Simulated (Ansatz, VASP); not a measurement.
# One calculation of ZnCu, two programs

```
Zn Cu
1.0
     2.84852    0.00000    0.00000
     0.00000    2.84852    0.00000
     0.00000    0.00000    2.84852
Zn Cu
1 1
Direct
  0.50000 0.50000 0.50000
  0.00000 0.00000 0.00000
```

Alike in both runs: task single point; functional PBEsol; k mesh 14 × 14 × 14; occupations gaussian, width 0.1 eV; no spin polarisation.

|  | VASP | Ansatz |
| --- | --- | --- |
| version | VASP 6.6.1 | Ansatz 0.2.0 |
| potentials or method | VASP PAW PBE potentials, release 64 (Zn, Cu), cutoff 520 eV | scalar-relativistic, plane waves, PAW |
| valence electrons in the cell | 23 | 31 |

```csv
,VASP,Ansatz,Ansatz less VASP
gap on the k mesh at the Fermi level (eV),none,none,-
pressure (GPa),10.7,9.9,-0.80
```

VASP's potentials were made for PBE, not for PBEsol. A gap of «none» marks a metal or a gap that the smearing closes. VASP's potentials hold 23 valence electrons a cell and Ansatz's 31, so a difference there can come from the potentials and not from the codes.
